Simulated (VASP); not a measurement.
# WC4 (Pm-3m) in VASP: a series of runs, part 2 of 2

VASP 6.6.1. Earlier steps stand in the parts before.

**3. Single point, PBE**

This run uses another cell than the first one, of 8.06 Å³/atom, 0.998 times its volume.

Input file INCAR:

```
SYSTEM = WC4
PREC = Accurate
ENCUT = 600
EDIFF = 1E-6
ISMEAR = 0
SIGMA = 0.2
LREAL = .FALSE.
LASPH = .TRUE.
NELM = 120
ALGO = Normal
ISIF = 2
LWAVE = .FALSE.
LCHARG = .FALSE.
GGA = PE
NBANDS = 23
GGA_COMPAT = .FALSE.
```

Input file KPOINTS:

```
Automatic mesh
0
G
  4 4 4
  0 0 0
```

Input file POSCAR:

```
WC4
1.0
    3.4284671470      0.0000000000      0.0000000000
    0.0000000000      3.4284671470      0.0000000000
    0.0000000000      0.0000000000      3.4284671470
W C
1 4
Direct
    0.5000000000      0.5000000000      0.5000000000
    0.0000000000      0.0000000000      0.0000000000
    0.5000000000      0.0000000000      0.0000000000
    0.0000000000      0.5000000000      0.0000000000
    0.0000000000      0.0000000000      0.5000000000
```

Potentials or basis: VASP PAW PBE potentials, release 64 (W_sv, C).

The run is started by

```
$ cat potpaw_PBE.64/W_sv/POTCAR potpaw_PBE.64/C/POTCAR > POTCAR
$ mpirun -np 1 vasp_std > vasp.out
```

OUTCAR:

```text
SYSTEM = WC4
   PREC = Accurate
   ENCUT = 600
   EDIFF = 1E-6
   ISMEAR = 0
   LREAL = .FALSE.
   LASPH = .TRUE.
   NELM = 120
   ISIF = 2
   GGA = PE

 ion  position               nearest neighbor table
   1  0.500  0.500  0.500-   3 2.42   4 2.42   5 2.42   3 2.42   4 2.42   3 2.42   5 2.42   3 2.42
                             4 2.42   5 2.42   4 2.42   5 2.42
   2  0.000  0.000  0.000-   3 1.71   4 1.71   5 1.71   5 1.71   4 1.71   3 1.71
   3  0.500  0.000  0.000-   2 1.71   2 1.71   1 2.42   1 2.42   1 2.42   1 2.42
   4  0.000  0.500  0.000-   2 1.71   2 1.71   1 2.42   1 2.42   1 2.42   1 2.42
   5  0.000  0.000  0.500-   2 1.71   2 1.71   1 2.42   1 2.42   1 2.42   1 2.42

  LATTYP: Found a simple cubic cell.
[... 447 lines left out ...]
  Total        0.1306598      0.1306598      0.1306598     -0.0000000     -0.0000000      0.0000000
  in kB        5.1946058      5.1946058      5.1946058     -0.0000000     -0.0000000      0.0000000
  external PRESSURE =       5.1946058 kB  Pullay stress =       0.0000000 kB

 VOLUME and BASIS-vectors are now :
 -----------------------------------------------------------------------------
  energy-cutoff  :      600.00
  volume of cell :       40.30
      direct lattice vectors                 reciprocal lattice vectors
     3.428467147  0.000000000  0.000000000     0.291675538  0.000000000  0.000000000
     0.000000000  3.428467147  0.000000000     0.000000000  0.291675538  0.000000000
     0.000000000  0.000000000  3.428467147     0.000000000  0.000000000  0.291675538

 POSITION                                       TOTAL-FORCE (eV/Angst)
 -----------------------------------------------------------------------------------
      1.71423      1.71423      1.71423         0.000000      0.000000      0.000000
      0.00000      0.00000      0.00000         0.000000      0.000000      0.000000
      1.71423      0.00000      0.00000         0.000000      0.000000      0.000000
      0.00000      1.71423      0.00000         0.000000      0.000000      0.000000
      0.00000      0.00000      1.71423         0.000000      0.000000      0.000000
 -----------------------------------------------------------------------------------
    total drift:                                0.000000      0.000000      0.000000

  FREE ENERGIE OF THE ION-ELECTRON SYSTEM (eV)
  ---------------------------------------------------
  free  energy   TOTEN  =       -36.2649867728 eV

  energy  without entropy=      -36.1758225233  energy(sigma->0) =      -36.22040465
```

stdout:

```text
POSCAR found type information on POSCAR W C
 POSCAR found :  2 types and       5 ions
 scaLAPACK will be used
 LDA part: xc-table for (Slater+PW92), standard interpolation
 POSCAR, INCAR and KPOINTS ok, starting setup
 FFT: planning ... GRIDC
 FFT: planning ... GRID_SOFT
 FFT: planning ... GRID
 WAVECAR not read
 entering main loop
```

It took 11 s on 1 thread of Intel Xeon Platinum 8559C (Emerald Rapids), shared host; peak memory 0.15 GiB.

What came out:

| Item | Value |
| --- | --- |
| Free energy | -36.2650 eV |
| Pressure | 0.5 GPa |
| Band gap on the k mesh | zero (band 15 reaches 11.61 eV, above the bottom of band 16 at 8.67 eV) |

Caveat: the k points lie up to 0.46 Å⁻¹ apart; spin-orbit coupling is left out, which moves the levels of the heavy elements.

**4. Single point, PBE**

This run uses another cell than the first one, of 13.69 Å³/atom, 1.694 times its volume.

Input file INCAR:

```
  ALGO = Normal
  EDIFF = 1E-6
  ENCUT = 600
  GGA = PE
  GGA_COMPAT = F
  ISIF = 2
  ISMEAR = 0
  LASPH = T
  LCHARG = F
  LREAL = F
  LWAVE = F
  NBANDS = 23
  NELM = 120
  PREC = Accurate
  SIGMA = 0.2
```

Input file KPOINTS:

```
k-points
0
Gamma
  4 4 4
```

Input file POSCAR:

```
WC4
1.0
    4.0902516820      0.0000000000      0.0000000000
    0.0000000000      4.0902516820      0.0000000000
    0.0000000000      0.0000000000      4.0902516820
W C
1 4
Direct
    0.5000000000      0.5000000000      0.5000000000
    0.0000000000      0.0000000000      0.0000000000
    0.5000000000      0.5000000000      0.0000000000
    0.5000000000      0.0000000000      0.5000000000
    0.0000000000      0.5000000000      0.5000000000
```

The run is started by

```
$ cat potpaw_PBE.64/W_sv/POTCAR potpaw_PBE.64/C/POTCAR > POTCAR
$ mpirun -np 1 vasp_std > vasp.out
```

Wall time 12 s (1 thread of Intel Xeon Platinum 8559C (Emerald Rapids), shared host); peak memory 0.21 GiB.

Results (log left out):

* Free energy: -33.8555 eV
* Pressure: 0.0 GPa
* Band gap on the k mesh: zero (band 15 reaches 4.46 eV, above the bottom of band 16 at 3.34 eV)

Levels at points of the mesh, in eV from the Fermi level:
| k point | band 12 | band 13 | band 14 | band 15 | band 16 | band 17 |
| --- | --- | --- | --- | --- | --- | --- |
| (0.00, 0.00, 0.00) | 0.18 | 0.18 | 0.18 | 0.54 | 0.54 | 0.54 |
| (0.50, 0.00, 0.00) | -1.43 | -1.43 | -0.10 | 0.01 | 0.11 | 0.26 |
| (0.50, 0.50, 0.00) | -2.62 | -2.62 | -1.68 | -1.68 | -0.28 | -0.22 |
| (0.50, 0.50, 0.50) | -5.18 | -4.84 | -4.84 | 0.84 | 0.84 | 0.84 |

Caveat: the k points lie up to 0.38 Å⁻¹ apart; spin-orbit coupling is left out, which moves the levels of the heavy elements.

**5. Overview**

```tsv
cell	gap on the mesh (eV)	pressure (GPa)
a = 3.431 Å, 5 atoms	none	-0.1
a = 3.428 Å, 5 atoms	none	0.5
a = 4.090 Å, 5 atoms	none	0.0
```

Alike in all rows: task single point; level PBE; potentials or basis VASP PAW PBE potentials, release 64 (W_sv, C); no spin polarisation; k mesh 4 × 4 × 4; cutoff (eV) 600; smearing gaussian 0.2 eV.

Caveats: all runs use coarse meshes; spin-orbit coupling is left out, which moves the levels of the heavy elements.

Absolute energies hang on the potentials; compare differences alone.
